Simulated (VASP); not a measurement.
Set up this calculation in VASP 6.6.1, as the native input.

| Item | Value |
| --- | --- |
| Task | relaxation of cell and atoms |
| Functional | LDA |
| Potentials or basis | VASP PAW LDA potentials, release 64 (Ni, O) |
| Cutoff | 600 eV |
| k mesh | 11 × 11 × 11 |
| Occupations | fermi-dirac, width 0.05 eV |
| Spin | collinear spin, ferromagnetic start |
| Starting moments | [1.0, 0.0] μB |
| Dipole correction | no |
| Further INCAR settings | ALGO = Normal; EDIFF = 1e-07; IBRION = 2; EDIFFG = -0.01; NSW = 80; ISIF = 3 |

The structure of NiO lies in POSCAR:

```
NiO
1.0
    0.0000000000      2.0859016414      2.0859016414
    2.0859016414      0.0000000000      2.0859016414
    2.0859016414      2.0859016414      0.0000000000
Ni O
1 1
Direct
    0.0000000000      0.0000000000      0.0000000000
    0.5000000000      0.5000000000      0.5000000000
```

The input as run:

INCAR

```
  ALGO = Normal
  EDIFF = 1E-7
  EDIFFG = -0.01
  ENCUT = 600
  GGA = CA
  IBRION = 2
  ISIF = 3
  ISMEAR = -1
  ISPIN = 2
  LASPH = True
  LCHARG = False
  LMAXMIX = 4
  LORBIT = 11
  LREAL = False
  LWAVE = False
  MAGMOM = 1 0
  NELM = 150
  NSW = 80
  PREC = Accurate
  SIGMA = 0.05
```

KPOINTS

```
k-points
0
Gamma
  11 11 11
```

Potentials or basis: VASP PAW LDA potentials, release 64 (Ni, O).

Launch:

```console
$ cat potpaw_LDA.64/Ni/POTCAR potpaw_LDA.64/O/POTCAR > POTCAR
$ mpirun -np 1 vasp_std > vasp.out
```

It gave:

```json
{
 "Relaxed volume": "8.27 Å³/atom",
 "Relaxed cell": "a = 2.860 Å, b = 2.860 Å, c = 2.860 Å, α = 60.00°, β = 60.00°, γ = 60.00°",
 "Space group after relaxing (to 0.05 Å)": "Fm-3m (No. 225)",
 "Energy gained by relaxing": "54.6 meV/atom",
 "Ionic steps": "6",
 "Pressure after relaxing": "0.0 GPa",
 "Net moment": "0.28 μB per cell",
 "Site moments": "Ni +0.23; O +0.04 μB",
 "Valence electrons inside the program's atomic spheres": "Ni 9.27; O 4.95"
}
```

It took 2.7 min on 1 thread of Intel Xeon 8259CL, on a shared host, peak memory 0.16 GiB.
